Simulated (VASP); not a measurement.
# Hf2ZrC3 (P-6m2) in VASP: notebook, part 2 of 2

VASP 6.6.1.

## Step 5: Relaxation of cell and atoms, PBE

This run uses another cell than the first one, of 17.26 Å³/atom.

INCAR reads:

```
  PREC = Accurate
  ENCUT = 600
  EDIFF = 1E-7
  ISMEAR = 0
  SIGMA = 0.1
  LREAL = False
  LASPH = True
  NELM = 80
  ALGO = Normal
  ISIF = 3
  LWAVE = False
  LCHARG = False
  GGA = PE
  IBRION = 2
  NSW = 90
  EDIFFG = -0.04
```

KPOINTS reads:

```
regular mesh
0
Gamma
  6 6 4
```

POSCAR reads:

```
Hf2ZrC3
1.0
    4.4149523000      0.0000000000      0.0000000000
   -2.2074761500      3.8234608500      0.0000000000
    0.0000000000      0.0000000000      6.1358671300
Zr Hf C
1 2 3
Direct
    0.3333333300      0.6666666700      0.5000000000
    0.0000000000      0.0000000000      0.0000000000
    0.0000000000      0.0000000000      0.5000000000
    0.3333333300      0.6666666700      0.8041827900
    0.3333333300      0.6666666700      0.1958172100
    0.6666666700      0.3333333300      0.5000000000
```

Potentials or basis: VASP PAW PBE potentials, release 64 (Zr_sv, Hf_pv, C).

On the command line:

```sh
> cat potpaw_PBE.64/Zr_sv/POTCAR potpaw_PBE.64/Hf_pv/POTCAR potpaw_PBE.64/C/POTCAR > POTCAR
> mpirun -np 1 vasp_std > vasp.out
```

OUTCAR:

```text
PREC = Accurate
   ENCUT = 600
   EDIFF = 1E-7
   ISMEAR = 0
   LREAL = False
   LASPH = True
   NELM = 80
   ISIF = 3
   GGA = PE
   IBRION = 2
   NSW = 90
   EDIFFG = -0.04

 ion  position               nearest neighbor table
   1  0.333  0.667  0.500-   4 1.87   5 1.87   3 2.55   6 2.55   6 2.55   3 2.55   3 2.55   6 2.55

   2  0.000  0.000  0.000-   4 2.82   5 2.82   4 2.82   5 2.82   4 2.82   5 2.82   3 3.07   3 3.07

   3  0.000  0.000  0.500-   1 2.55   6 2.55   6 2.55   1 2.55   6 2.55   1 2.55   2 3.07   2 3.07

   4  0.333  0.667  0.804-   1 1.87   2 2.82   2 2.82   2 2.82
   5  0.333  0.667  0.196-   1 1.87   2 2.82   2 2.82   2 2.82
   6  0.667  0.333  0.500-   1 2.55   3 2.55   1 2.55   3 2.55   3 2.55   1 2.55

  LATTYP: Found a hexagonal cell.
 ALAT       =     4.4149523000
 C/A-ratio  =     1.3897923948

  Lattice vectors:

 A1 = (   4.4149523000,   0.0000000000,   0.0000000000)
 A2 = (  -2.2074761500,   3.8234608500,   0.0000000000)
 A3 = (   0.0000000000,   0.0000000000,   6.1358671300)

Analysis of symmetry for initial positions (statically):
=====================================================================
 Subroutine PRICEL returns:
 Original cell was already a primitive cell.

 Routine SETGRP: Setting up the symmetry group for a
 hexagonal supercell.

 Subroutine GETGRP returns: Found 12 space group operations
 (whereof 12 operations were pure point group operations)
 out of a pool of 24 trial point group operations.

The static configuration has the point symmetry D_3h.

Analysis of symmetry for dynamics (positions and initial velocities):
=====================================================================
 Subroutine PRICEL returns:
 Original cell was already a primitive cell.

 Routine SETGRP: Setting up the symmetry group for a
 hexagonal supercell.

 Subroutine GETGRP returns: Found 12 space group operations
 (whereof 12 operations were pure point group operations)
 out of a pool of 24 trial point group operations.

The dynamic configuration has the point symmetry D_3h.

 Subroutine INISYM returns: Found 12 space group operations
 (whereof 12 operations are pure point group operations),
 and found     1 'primitive' translations

----------------------------------------------------------------------------------------

                                     Primitive cell

  volume of cell :     103.5759

  direct lattice vectors                    reciprocal lattice vectors
     4.414952300  0.000000000  0.000000000     0.226503013  0.130771576  0.000000000
    -2.207476150  3.823460850  0.000000000     0.000000000  0.261543151  0.000000000
     0.000000000  0.000000000  6.135867130     0.000000000  0.000000000  0.162976150

  length of vectors
     4.414952300  4.414952301  6.135867130     0.261543151  0.261543151  0.162976150

  position of ions in fractional coordinates (direct lattice)
     0.333333330  0.666666670  0.500000000
     0.000000000  0.000000000  0.000000000
     0.000000000  0.000000000  0.500000000
     0.333333330  0.666666670  0.804182790
     0.333333330  0.666666670  0.195817210
     0.666666670  0.333333330  0.500000000

[... 34 lines left out ...]

 Following reciprocal coordinates:
            Coordinates               Weight
  0.000000  0.000000  0.000000      1.000000
  0.166667  0.000000  0.000000      6.000000
  0.333333  0.000000  0.000000      6.000000
  0.500000  0.000000  0.000000      3.000000
  0.166667  0.166667  0.000000      6.000000
  0.333333  0.166667  0.000000     12.000000
[... 13 lines left out ...]
  0.333333  0.166667  0.500000     12.000000
  0.333333  0.333333  0.500000      2.000000
   k-points           NKPTS =     21   k-points in BZ     NKDIM =     21   number of bands    NBANDS=     26
   number of dos      NEDOS =    301   number of ions     NIONS =      6
   total plane-waves  NPLWV =  64800
   dimension x,y,z NGX =    36 NGY =   36 NGZ =   50
   dimension x,y,z NGXF=    72 NGYF=   72 NGZF=  100
   ions per type =               1   2   3
   NGX,Y,Z   is equivalent  to a cutoff of  13.56, 13.56, 13.55 a.u.
   NGXF,Y,Z  is equivalent  to a cutoff of  27.11, 27.11, 27.09 a.u.
 SYSTEM =  unknown system
   PREC   = accura    normal or accurate (medium, high low for compatibility)
   ISTART =      0    job   : 0-new  1-cont  2-samecut
   ICHARG =      2    charge: 1-file 2-atom 10-const
   ISPIN  =      1    spin polarized calculation?
   LNONCOLLINEAR =      F non collinear calculations
   LSORBIT =      F    spin-orbit coupling
   LASPH  =      T    aspherical Exc in radial PAW
   ENCUT  =  600.0 eV  44.10 Ry    6.64 a.u.   8.82  8.82 12.25*2*pi/ulx,y,z
   NELM   =     80;   NELMIN=  2; NELMDL= -5     # of ELM steps
   EDIFF  = 0.1E-06   stopping-criterion for ELM
   LREAL  =      F    real-space projection
   EDIFFG = -.4E-01   stopping-criterion for IOM
   NSW    =     90    number of steps for IOM
   IBRION =      2    ionic relax: 0-MD 1-quasi-New 2-CG
   NFREE  =      1    steps in history (QN), initial steepest desc. (CG)
   ISIF   =      3    stress and relaxation
   ISYM   =      2    0-nonsym 1-usesym 2-fastsym
   POTIM  = 0.5000    time-step for ionic-motion
   TEBEG  =    0.0;   TEEND  =   0.0 temperature during run
   PSTRESS=    0.0 pullay stress
   NELECT =      44.0000    total number of electrons
   NUPDOWN=      -1.0000    fix difference up-down
   EMIN   =  10.00;   EMAX   =-10.00  energy-range for DOS
   EFERMI =   0.00;   METHOD = LEGACY
   ISMEAR =     0;   SIGMA  =   0.10  broadening in eV -4-tet -1-fermi 0-gaus
   EFERMI_NEDOS =   21; number of points for ismear=-14 and -15
   IALGO  =     38    algorithm
   IMIX   =      4    mixing-type and parameters
     AMIX     =   0.40;   BMIX     =  1.00
     AMIX_MAG =   1.60;   BMIX_MAG =  1.00
  volume/ion in A,a.u.               =      17.26       116.49
  Fermi-wavevector in a.u.,A,eV,Ry     =   1.230664  2.325618 20.606487  1.514534
  Thomas-Fermi vector in A             =   2.365504
   LORBIT       =      0    0 simple, 1 ext, 2 COOP (PROOUT), +10 PAW based schemes
   GGA     = PE    functional components
   LHFCALC =     F    Hartree Fock is set to
   AEXX    =    0.0000 exact exchange contribution
   IVDW    =     0    specifies the selected vdW correction
   LEPSILON=     F    determine dielectric tensor
   LRPA    =     F    only Hartree local field effects (RPA)
 conjugate gradient relaxation of ions
 non-spin polarized calculation
 Gauss-broadening in eV      SIGMA  =   0.10
  energy-cutoff  :      600.00
  volume of cell :      103.58
 maximum number of plane-waves:      3493
 NGX is ok and might be reduce to    36
   NGX = 17   NGY = 17   NGZ = 25

--------------------------------------- Ionic step        1  -------------------------------------------

 number of electron      44.0000004 magnetization

 Free energy of the ion-electron system (eV)
  ---------------------------------------------------
  ext. energy  EPLUGINS =         0.00000000
  ---------------------------------------------------
  free energy    TOTEN  =       -44.08536739 eV

  energy without entropy =      -44.05971165  energy(sigma->0) =      -44.07253952

------------------------ aborting loop because EDIFF is reached ----------------------------------------

  FORCE on cell =-STRESS in cart. coord.  units (eV):
  Direction    XX          YY          ZZ          XY          YZ          ZX
  --------------------------------------------------------------------------------------
  -------------------------------------------------------------------------------------
  Total       -7.1526993     -7.1526993     12.1862822      0.0000000      0.0000000      0.0000000
  in kB     -110.6424900   -110.6424901    188.5051436      0.0000000      0.0000000      0.0000000
  external PRESSURE =     -10.9266122 kB  Pullay stress =       0.0000000 kB
[... 101 lines left out ...]
  FREE ENERGIE OF THE ION-ELECTRON SYSTEM (eV)
  ---------------------------------------------------
  free  energy   TOTEN  =       -47.3702822331 eV

  energy  without entropy=      -47.3416865819  energy(sigma->0) =      -47.35598441

[... ionic steps 4 to 14 ...]

--------------------------------------- Ionic step       15  -------------------------------------------

 number of electron      43.9999998 magnetization

------------------------ aborting loop because EDIFF is reached ----------------------------------------
[... 75 lines left out ...]
--------------------------------------- Ionic step       17  -------------------------------------------

 number of electron      43.9999998 magnetization

 Free energy of the ion-electron system (eV)
  ---------------------------------------------------
  ext. energy  EPLUGINS =         0.00000000
  ---------------------------------------------------
  free energy    TOTEN  =       -50.21314502 eV

  energy without entropy =      -50.19821335  energy(sigma->0) =      -50.20567918

 E-fermi :   5.8288     XC(G=0): -10.9436

 val. band max:        5.7720673686   @ k =   0.0000   0.0000   0.5000
 cond. band min:       5.8413364878   @ k =   0.3333   0.0000   0.2500
 fundamental gap:      0.0692691192
 Fermi energy:         5.8287779968

 k-point     1 :       0.0000    0.0000    0.0000
  band No.  band energies     occupation
      1     -42.5806      2.00000
      2     -25.9369      2.00000
      3     -25.9369      2.00000
      4     -25.5869      2.00000
      5     -25.2513      2.00000
      6     -25.2513      2.00000
[... 631 lines left out ...]
  FREE ENERGIE OF THE ION-ELECTRON SYSTEM (eV)
  ---------------------------------------------------
  free  energy   TOTEN  =       -50.2131450230 eV

  energy  without entropy=      -50.1982133466  energy(sigma->0) =      -50.20567918

 reached required accuracy - stopping structural energy minimisation
```

It took 12 min on 1 thread of AMD EPYC 9R45 (Zen 5), shared host; peak memory 0.27 GiB.

What came out:

- Free energy: -50.2131 eV
- Relaxed volume: 15.59 Å³/atom
- Relaxed cell: a = 4.284 Å, b = 4.284 Å, c = 5.885 Å, α = 90.00°, β = 90.00°, γ = 120.00°
- Space group after relaxing (to 0.1 Å): P-6m2 (No. 187)
- Pressure after relaxing: 0.0 GPa
- Largest force after relaxing: 0.025 eV/Å
- Band gap on the k mesh: zero (bands 22 and 23 overlap by 0.36 eV)

Forces on the atoms (eV/Å):
```
Zr   0.000  0.000  0.000
Hf   0.000  0.000  0.000
Hf   0.000  0.000  0.000
C    0.000  0.000  0.025
C    0.000  0.000 -0.025
C    0.000  0.000  0.000
```

Final structure:
```
Zr Hf C
1.0
     4.28400    0.00000    0.00000
    -2.14200    3.71005    0.00000
     0.00000    0.00000    5.88541
Zr Hf C
1 2 3
Cartesian
  0.0000 2.4734 2.9427
  -2.1420 3.7101 0.0000
  -2.1420 3.7101 2.9427
  0.0000 2.4734 5.2167
  0.0000 2.4734 0.6687
  2.1420 1.2367 2.9427
```

Caveat: spin-orbit coupling is left out, which moves the levels of the heavy elements.

## Step 6: Single point, PBE, collinear spin

INCAR reads:

```
SYSTEM = Hf2ZrC3
ALGO     = Normal         ! electronic algorithm
EDIFF    = 1E-7           ! SCF threshold, eV
ENCUT    = 520            ! plane-wave cutoff, eV
GGA      = PE             ! functional
ISIF     = 2              ! what is computed and relaxed
ISMEAR   = 0              ! smearing method
ISPIN    = 2              ! spin polarisation
LASPH    = .TRUE.         ! aspherical terms in the spheres
LCHARG   = .TRUE.         ! write CHGCAR
LELF     = .TRUE.         ! ELF
LMAXMIX  = 4              ! l up to which the mixer works
LORBIT   = 11             ! projections on sites
LREAL    = .FALSE.        ! projectors in reciprocal space
LVHAR    = .TRUE.       
LWAVE    = .FALSE.        ! write WAVECAR
MAGMOM   = 1 0 0 0 0 0    ! initial moments
NBANDS   = 35             ! bands
NELM     = 150            ! most SCF steps
PREC     = Accurate       ! precision mode
SIGMA    = 0.1            ! smearing width, eV
```

KPOINTS reads:

```
k-points
0
G
  6 6 4
  0 0 0
```

POSCAR reads:

```
Hf2ZrC3
1.0
    4.2932559750      0.0000000000      0.0000000000
   -2.1466279875      3.7180687393      0.0000000000
    0.0000000000      0.0000000000      5.8903465351
Zr Hf C
1 2 3
Direct
    0.3333333333      0.6666666667      0.5000000000
    0.0000000000      0.0000000000      0.0000000000
    0.0000000000      0.0000000000      0.5000000000
    0.3333333333      0.6666666667      0.8866641155
    0.3333333333      0.6666666667      0.1133358845
    0.6666666667      0.3333333333      0.5000000000
```

Potentials or basis: VASP PAW PBE potentials, release 64 (Zr_sv, Hf_pv, C).

On the command line:

```sh
> cat potpaw_PBE.64/Zr_sv/POTCAR potpaw_PBE.64/Hf_pv/POTCAR potpaw_PBE.64/C/POTCAR > POTCAR
> mpirun -np 1 vasp_std > vasp.out
```

Wall time 2 min (1 thread of AMD EPYC 9R45 (Zen 5), shared host); peak memory 0.28 GiB.

Results (log left out):

* Free energy: -50.2026 eV
* Pressure: -0.4 GPa
* Largest force: 0.077 eV/Å
* Band gap on the k mesh: zero (filled and empty bands overlap)
* Net moment: 0.00 μB per cell
* Valence electrons inside the program's atomic spheres: Zr 10.28; Hf 8.04, 8.80; C 2.46, 2.19 (each value once)

Forces on the atoms (eV/Å):
```
Zr   0.000  0.000  0.000
Hf   0.000  0.000  0.000
Hf   0.000  0.000  0.000
C    0.000  0.000 -0.077
C    0.000  0.000  0.077
C    0.000  0.000  0.000
```

Stress tensor (GPa, compression positive):
```
-0.51  0.00  0.00
 0.00 -0.51  0.00
 0.00  0.00 -0.18
```

Levels at points of the mesh, in eV from the Fermi level:
Spin up:
| k point | band 20 | band 21 | band 22 | band 23 | band 24 | band 25 |
| --- | --- | --- | --- | --- | --- | --- |
| (0.00, 0.00, 0.00) | -1.76 | -1.10 | -0.66 | 1.13 | 2.00 | 2.00 |
| (0.50, 0.00, 0.00) | -2.59 | -1.64 | -0.75 | 0.96 | 1.05 | 2.04 |
| (0.00, 0.00, 0.50) | -0.05 | -0.05 | 0.06 | 0.06 | 1.11 | 1.45 |
| (0.50, 0.00, 0.50) | -1.24 | -0.62 | -0.44 | -0.24 | 0.18 | 1.49 |
Spin down:
```
           k point  band 18  band 19  band 20  band 21  band 22  band 23  band 24  band 25  band 26  band 27
(0.00, 0.00, 0.00)    -3.35    -1.76    -1.76    -1.10    -0.66     1.13     2.00     2.00     2.18     2.18
(0.50, 0.00, 0.00)    -3.21    -3.19    -2.59    -1.64    -0.75     0.96     1.05     2.04     2.15     2.39
(0.00, 0.00, 0.50)    -3.43    -0.33    -0.05    -0.05     0.06     0.06     1.11     1.45     2.17     2.23
(0.50, 0.00, 0.50)    -3.27    -1.71    -1.24    -0.62    -0.44    -0.24     0.18     1.49     1.73     2.49
```

Caveat: spin-orbit coupling is left out, which moves the levels of the heavy elements.

## Step 7: Summary

```tsv
task	spin	cell	k mesh	cutoff (eV)	gap on the mesh (eV)	pressure (GPa)	largest force (eV/Å)
single point	off	a = 4.293, b = 4.293, c = 5.890 Å, angles 90.0, 90.0, 120.0°, 6 atoms, atomic positions A	6 × 6 × 4	520	none	-0.4	0.08
single point	off	a = 4.415, b = 4.415, c = 6.136 Å, angles 90.0, 90.0, 120.0°, 6 atoms, atomic positions B	6 × 6 × 4	520	none	-1.1	7.12
single point	off	a = 4.291, b = 4.291, c = 5.884 Å, angles 90.0, 90.0, 120.0°, 6 atoms, atomic positions A	12 × 12 × 6	520	none	-0.4	0.09
relaxation of cell and atoms	off	relaxed from a = 4.415, b = 4.415, c = 6.136 Å, angles 90.0, 90.0, 120.0°, 6 atoms, atomic positions B	6 × 6 × 4	600	none	0.0	0.03
single point	collinear	a = 4.293, b = 4.293, c = 5.890 Å, angles 90.0, 90.0, 120.0°, 6 atoms, atomic positions A	6 × 6 × 4	520	none	-0.4	0.08
```

Alike in all rows: level PBE; potentials or basis VASP PAW PBE potentials, release 64 (Zr_sv, Hf_pv, C); smearing gaussian 0.1 eV.

Caveats: spin-orbit coupling is left out, which moves the levels of the heavy elements; forces of over 1 eV/Å act on the atoms, so gaps and moduli don't describe the material at rest (at least some runs).

Total energies depend on the potentials used, so only differences within one code and one set of settings carry meaning.
